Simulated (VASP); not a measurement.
# BeS5 (F-43m) in VASP: notebook

BeS5 is run at these levels: PBE; tasks: relaxation of cell and atoms, single point.

All numbers are computed with VASP 6.6.1; they aren't measurements. Logs are shortened: lines on timing, memory, paths and dates and some standing lists are left out, and cuts for length are marked.

**1. The cell of the first run**

The structure is cubic, space group F-43m (No. 216). The conventional cell has a = 7.957 Å, b = 7.957 Å, c = 7.957 Å, α = 90.00°, β = 90.00°, γ = 90.00°. Within 4.3 Å of Be (site symmetry -43m) lie 16 S at 3.30 to 3.45 Å. Within 3.7 Å of S (site symmetry 3m) lie 9 S at 2.81 to 3.30 Å and 3 Be at 3.30 Å. Within 4.3 Å of S (site symmetry -43m) lie 12 S at 3.30 Å and 4 Be at 3.45 Å.

The cell was built from a structure type or drawn by symmetry, and may not be a known phase.

**2. Relaxation of cell and atoms, PBE**

The input, INCAR:

```
  PREC = Accurate
  ENCUT = 600
  EDIFF = 1E-6
  ISMEAR = 0
  SIGMA = 0.1
  LREAL = F
  LASPH = T
  NELM = 60
  ALGO = Normal
  ISIF = 3
  LWAVE = F
  LCHARG = F
  GGA = PE
  IBRION = 2
  NSW = 90
  EDIFFG = -0.04
```

The input, KPOINTS:

```
Automatic mesh
0
Gamma
  4 4 4
```

The input, POSCAR:

```
BeS5
1.0
    0.0000000000      3.9785752200      3.9785752200
    3.9785752200      0.0000000000      3.9785752200
    3.9785752200      3.9785752200      0.0000000000
Be S
1 5
Direct
    0.0000000000      0.0000000000      0.0000000000
    0.3750000000      0.3750000000      0.8750000000
    0.3750000000      0.8750000000      0.3750000000
    0.8750000000      0.3750000000      0.3750000000
    0.3750000000      0.3750000000      0.3750000000
    0.7500000000      0.7500000000      0.7500000000
```

Potentials or basis: VASP PAW PBE potentials, release 64 (Be, S).

Run with:

```
$ cat potpaw_PBE.64/Be/POTCAR potpaw_PBE.64/S/POTCAR > POTCAR
$ mpirun -np 1 vasp_std > vasp.out
```

OUTCAR:

```text
PREC = Accurate
   ENCUT = 600
   EDIFF = 1E-6
   ISMEAR = 0
   LREAL = F
   LASPH = T
   NELM = 60
   ISIF = 3
   GGA = PE
   IBRION = 2
   NSW = 90
   EDIFFG = -0.04

 ion  position               nearest neighbor table
   1  0.000  0.000  0.000-
   2  0.375  0.375  0.875-
   3  0.375  0.875  0.375-
   4  0.875  0.375  0.375-
   5  0.375  0.375  0.375-
   6  0.750  0.750  0.750-

  LATTYP: Found a face centered cubic cell.
 ALAT       =     7.9571504400

  Lattice vectors:

 A1 = (   0.0000000000,   3.9785752200,   3.9785752200)
 A2 = (   3.9785752200,   0.0000000000,   3.9785752200)
 A3 = (   3.9785752200,   3.9785752200,   0.0000000000)

Analysis of symmetry for initial positions (statically):
=====================================================================
 Subroutine PRICEL returns:
 Original cell was already a primitive cell.

 Routine SETGRP: Setting up the symmetry group for a
 face centered cubic supercell.

 Subroutine GETGRP returns: Found 24 space group operations
 (whereof 24 operations were pure point group operations)
 out of a pool of 48 trial point group operations.

The static configuration has the point symmetry T_d .

Analysis of symmetry for dynamics (positions and initial velocities):
=====================================================================
 Subroutine PRICEL returns:
 Original cell was already a primitive cell.

 Routine SETGRP: Setting up the symmetry group for a
 face centered cubic supercell.

 Subroutine GETGRP returns: Found 24 space group operations
 (whereof 24 operations were pure point group operations)
 out of a pool of 48 trial point group operations.

The dynamic configuration has the point symmetry T_d .

 Subroutine INISYM returns: Found 24 space group operations
 (whereof 24 operations are pure point group operations),
 and found     1 'primitive' translations

----------------------------------------------------------------------------------------

                                     Primitive cell

  volume of cell :     125.9542

  direct lattice vectors                    reciprocal lattice vectors
     0.000000000  3.978575220  3.978575220    -0.125673130  0.125673130  0.125673130
     3.978575220  0.000000000  3.978575220     0.125673130 -0.125673130  0.125673130
     3.978575220  3.978575220  0.000000000     0.125673130  0.125673130 -0.125673130

  length of vectors
     5.626555035  5.626555035  5.626555035     0.217672246  0.217672246  0.217672246

  position of ions in fractional coordinates (direct lattice)
     0.000000000  0.000000000  0.000000000
     0.375000000  0.375000000  0.875000000
     0.375000000  0.875000000  0.375000000
     0.875000000  0.375000000  0.375000000
     0.375000000  0.375000000  0.375000000
     0.750000000  0.750000000  0.750000000

  ion indices of the primitive-cell ions
   primitive index   ion index
                 1           1
                 2           2
                 3           3
                 4           4
                 5           5
                 6           6

----------------------------------------------------------------------------------------

 KPOINTS: Automatic mesh

Automatic generation of k-mesh.
 Grid dimensions read from file:
 generate k-points for:    4    4    4

 Generating k-lattice:

  Cartesian coordinates                     Fractional coordinates (reciprocal lattice)
    -0.031418282  0.031418282  0.031418282     0.250000000  0.000000000  0.000000000
     0.031418282 -0.031418282  0.031418282     0.000000000  0.250000000  0.000000000
     0.031418282  0.031418282 -0.031418282     0.000000000  0.000000000  0.250000000

  Length of vectors
     0.054418061  0.054418061  0.054418061

  Shift w.r.t. Gamma in fractional coordinates (k-lattice)
     0.000000000  0.000000000  0.000000000

 Subroutine IBZKPT returns following result:
 ===========================================

 Found      8 irreducible k-points:

 Following reciprocal coordinates:
            Coordinates               Weight
  0.000000  0.000000  0.000000      1.000000
  0.250000  0.000000  0.000000      8.000000
  0.500000  0.000000  0.000000      4.000000
  0.250000  0.250000  0.000000      6.000000
  0.500000  0.250000  0.000000     24.000000
 -0.250000  0.250000  0.000000     12.000000
  0.500000  0.500000  0.000000      3.000000
 -0.250000  0.500000  0.250000      6.000000
   k-points           NKPTS =      8   k-points in BZ     NKDIM =      8   number of bands    NBANDS=     20
   number of dos      NEDOS =    301   number of ions     NIONS =      6
   total plane-waves  NPLWV = 110592
   dimension x,y,z NGX =    48 NGY =   48 NGZ =   48
   dimension x,y,z NGXF=    96 NGYF=   96 NGZF=   96
   ions per type =               1   5
   NGX,Y,Z   is equivalent  to a cutoff of  14.18, 14.18, 14.18 a.u.
   NGXF,Y,Z  is equivalent  to a cutoff of  28.36, 28.36, 28.36 a.u.
 SYSTEM =  unknown system
   PREC   = accura    normal or accurate (medium, high low for compatibility)
   ISTART =      0    job   : 0-new  1-cont  2-samecut
   ICHARG =      2    charge: 1-file 2-atom 10-const
   ISPIN  =      1    spin polarized calculation?
   LNONCOLLINEAR =      F non collinear calculations
   LSORBIT =      F    spin-orbit coupling
   LASPH  =      T    aspherical Exc in radial PAW
   ENCUT  =  600.0 eV  44.10 Ry    6.64 a.u.  11.24 11.24 11.24*2*pi/ulx,y,z
   NELM   =     60;   NELMIN=  2; NELMDL= -5     # of ELM steps
   EDIFF  = 0.1E-05   stopping-criterion for ELM
   LREAL  =      F    real-space projection
   EDIFFG = -.4E-01   stopping-criterion for IOM
   NSW    =     90    number of steps for IOM
   IBRION =      2    ionic relax: 0-MD 1-quasi-New 2-CG
   NFREE  =      1    steps in history (QN), initial steepest desc. (CG)
   ISIF   =      3    stress and relaxation
   ISYM   =      2    0-nonsym 1-usesym 2-fastsym
   POTIM  = 0.5000    time-step for ionic-motion
   TEBEG  =    0.0;   TEEND  =   0.0 temperature during run
   PSTRESS=    0.0 pullay stress
   NELECT =      32.0000    total number of electrons
   NUPDOWN=      -1.0000    fix difference up-down
   EMIN   =  10.00;   EMAX   =-10.00  energy-range for DOS
   EFERMI =   0.00;   METHOD = LEGACY
   ISMEAR =     0;   SIGMA  =   0.10  broadening in eV -4-tet -1-fermi 0-gaus
   EFERMI_NEDOS =   21; number of points for ismear=-14 and -15
   IALGO  =     38    algorithm
   IMIX   =      4    mixing-type and parameters
     AMIX     =   0.40;   BMIX     =  1.00
     AMIX_MAG =   1.60;   BMIX_MAG =  1.00
  volume/ion in A,a.u.               =      20.99       141.66
  Fermi-wavevector in a.u.,A,eV,Ry     =   1.036861  1.959383 14.627364  1.075081
  Thomas-Fermi vector in A             =   2.171272
   LORBIT       =      0    0 simple, 1 ext, 2 COOP (PROOUT), +10 PAW based schemes
   GGA     = PE    functional components
   LHFCALC =     F    Hartree Fock is set to
   AEXX    =    0.0000 exact exchange contribution
   IVDW    =     0    specifies the selected vdW correction
   LEPSILON=     F    determine dielectric tensor
   LRPA    =     F    only Hartree local field effects (RPA)
 conjugate gradient relaxation of ions
 non-spin polarized calculation
 Gauss-broadening in eV      SIGMA  =   0.10
  energy-cutoff  :      600.00
  volume of cell :      125.95
 maximum number of plane-waves:      4279
 NGX is ok and might be reduce to    48
   NGX = 23   NGY = 23   NGZ = 23

--------------------------------------- Ionic step        1  -------------------------------------------

 number of electron      31.9999995 magnetization

 Free energy of the ion-electron system (eV)
  ---------------------------------------------------
  ext. energy  EPLUGINS =         0.00000000
  ---------------------------------------------------
  free energy    TOTEN  =       -15.18597594 eV

  energy without entropy =      -15.11639354  energy(sigma->0) =      -15.15118474

 E-fermi :   3.7112     XC(G=0):  -9.4209

 val. band max:        3.5744473135   @ k =   0.5000   0.2500   0.0000
 cond. band min:       3.7288365794   @ k =   0.2500   0.2500   0.0000
 fundamental gap:      0.1543892660
 Fermi energy:         3.7111906809

 k-point     1 :       0.0000    0.0000    0.0000
  band No.  band energies     occupation
      1     -11.1410      2.00000
      2      -7.7465      2.00000
      3      -7.7465      2.00000
      4      -7.7465      2.00000
      5      -7.2595      2.00000
      6      -3.1206      2.00000
[... 12 lines left out ...]
     19       5.3878      0.00000
     20       5.3878      0.00000

 k-point     2 :       0.2500    0.0000    0.0000
  band No.  band energies     occupation
      1     -10.8841      2.00000
      2      -8.4343      2.00000
      3      -7.7809      2.00000
      4      -7.7809      2.00000
      5      -7.2949      2.00000
      6      -2.4447      2.00000
[... 12 lines left out ...]
     19       4.6881      0.00000
     20       5.4090      0.00000
[... 189 lines left out ...]
 VOLUME and BASIS-vectors are now :
 -----------------------------------------------------------------------------
  energy-cutoff  :      600.00
  volume of cell :      105.40
      direct lattice vectors                 reciprocal lattice vectors
     0.000000000  3.749129068  3.749129068    -0.133364307  0.133364307  0.133364307
     3.749129068 -0.000000000  3.749129068     0.133364307 -0.133364307  0.133364307
     3.749129068  3.749129068 -0.000000000     0.133364307  0.133364307 -0.133364307

 POSITION                                       TOTAL-FORCE (eV/Angst)
 -----------------------------------------------------------------------------------
      0.00000      3.74913      3.74913        -0.000000      0.000000      0.000000
      4.68534      4.68534      2.81291        -0.007734     -0.007734      0.007734
      4.68534      2.81291      4.68534        -0.007734      0.007734     -0.007734
      2.81291      4.68534      4.68534         0.007734     -0.007734     -0.007734
      2.81291      2.81291      2.81291         0.007734      0.007734      0.007734
      5.62369      5.62369      5.62369        -0.000000      0.000000      0.000000
 -----------------------------------------------------------------------------------
    total drift:                               -0.000000     -0.000000     -0.000000

  FREE ENERGIE OF THE ION-ELECTRON SYSTEM (eV)
  ---------------------------------------------------
  free  energy   TOTEN  =       -16.0229022408 eV

  energy  without entropy=      -15.9635086172  energy(sigma->0) =      -15.99320543

--------------------------------------- Ionic step        3  -------------------------------------------

 number of electron      32.0000002 magnetization

 Free energy of the ion-electron system (eV)
  ---------------------------------------------------
  ext. energy  EPLUGINS =         0.00000000
  ---------------------------------------------------
  free energy    TOTEN  =       -16.06911147 eV

  energy without entropy =      -16.01351389  energy(sigma->0) =      -16.04131268

 E-fermi :   6.3084     XC(G=0): -10.3828

 val. band max:        6.3068322183   @ k =   0.5000   0.5000   0.0000
 cond. band min:       6.3210368184   @ k =   0.2500   0.2500   0.0000
 fundamental gap:      0.0142046001
 Fermi energy:         6.3084269683

 k-point     1 :       0.0000    0.0000    0.0000
  band No.  band energies     occupation
      1     -10.4823      2.00000
      2      -5.5267      2.00000
      3      -5.5267      2.00000
      4      -5.5267      2.00000
      5      -5.0416      2.00000
      6      -2.5162      2.00000
[... 12 lines left out ...]
     19       8.3936      0.00000
     20       8.3936      0.00000

 k-point     2 :       0.2500    0.0000    0.0000
  band No.  band energies     occupation
      1     -10.1463      2.00000
      2      -6.7999      2.00000
      3      -5.6103      2.00000
      4      -5.6103      2.00000
      5      -5.1161      2.00000
      6      -1.5134      2.00000
[... 12 lines left out ...]
     19       7.7812      0.00000
     20       8.5180      0.00000
[... 141 lines left out ...]
  FORCE on cell =-STRESS in cart. coord.  units (eV):
  Direction    XX          YY          ZZ          XY          YZ          ZX
  --------------------------------------------------------------------------------------
  -------------------------------------------------------------------------------------
  Total       -0.1859451     -0.1859451     -0.1859451     -0.0000000      0.0000000     -0.0000000
  in kB       -2.9561206     -2.9561206     -2.9561206     -0.0000000      0.0000000     -0.0000000
  external PRESSURE =      -2.9561206 kB  Pullay stress =       0.0000000 kB

 VOLUME and BASIS-vectors are now :
 -----------------------------------------------------------------------------
  energy-cutoff  :      600.00
  volume of cell :      100.78
      direct lattice vectors                 reciprocal lattice vectors
     0.000000000  3.693582060  3.693582060    -0.135369945  0.135369945  0.135369945
     3.693582060 -0.000000000  3.693582060     0.135369945 -0.135369945  0.135369945
     3.693582060  3.693582060 -0.000000000     0.135369945  0.135369945 -0.135369945

 POSITION                                       TOTAL-FORCE (eV/Angst)
 -----------------------------------------------------------------------------------
      0.00000      0.00000      0.00000         0.000000      0.000000      0.000000
      4.61566      4.61566      2.77151         0.005584      0.005584     -0.005584
      4.61566      2.77151      4.61566         0.005584     -0.005584      0.005584
      2.77151      4.61566      4.61566        -0.005584      0.005584      0.005584
      2.77151      2.77151      2.77151        -0.005584     -0.005584     -0.005584
      5.54037      5.54037      5.54037         0.000000      0.000000      0.000000
 -----------------------------------------------------------------------------------
    total drift:                                0.000000      0.000000      0.000000

  FREE ENERGIE OF THE ION-ELECTRON SYSTEM (eV)
  ---------------------------------------------------
  free  energy   TOTEN  =       -16.0691114703 eV

  energy  without entropy=      -16.0135138930  energy(sigma->0) =      -16.04131268

 reached required accuracy - stopping structural energy minimisation
```

Run time: 2.3 min. Hardware: 1 thread of Intel Xeon 8259CL, shared host; peak memory 0.33 GiB.

What came out:

```
Free energy                           : -16.0691 eV
Relaxed volume                        : 16.80 Å³/atom
Relaxed cell                          : a = 5.224 Å, b = 5.224 Å, c = 5.224 Å, α = 60.00°, β = 60.00°, γ = 60.00°
Space group after relaxing (to 0.1 Å) : F-43m (No. 216)
Energy gained by relaxing             : 147.2 meV/atom
Ionic steps                           : 3
Pressure after relaxing               : -0.3 GPa
Band gap on the k mesh                : zero (bands 16 and 17 overlap by 1.45 eV)
```

Step by step:
```csv
step,energy change (eV),largest force (eV/Å),pressure (GPa),volume (Å³)
1,0.0000,0.0407,-9.12,125.95
2,-0.8369,0.0134,-2.83,105.40
3,-0.8831,0.0097,-0.30,100.78
```

Final structure:
```
CELL_PARAMETERS angstrom
0.00000 3.69358 3.69358
3.69358 0.00000 3.69358
3.69358 3.69358 0.00000
ATOMIC_POSITIONS crystal
Be 0.00000 0.00000 0.00000
S 0.37518 0.37518 0.87446
S 0.37518 0.87446 0.37518
S 0.87446 0.37518 0.37518
S 0.37518 0.37518 0.37518
S 0.75000 0.75000 0.75000
```

Levels at points of the mesh, in eV from the Fermi level:
```csv
k point,band 14,band 15,band 16,band 17,band 18,band 19
"(0.00, 0.00, 0.00)",-1.96,-1.16,1.44,1.44,1.44,2.09
"(0.50, 0.00, 0.00)",-2.58,-1.19,0.16,0.16,0.54,1.50
"(0.50, 0.50, 0.00)",-2.21,-2.20,-0.69,0.00,0.00,1.12
```

Caveat: the volume moved by over 15 % at a fixed basis, so the end points are rough.

[end of part 1 of 2]
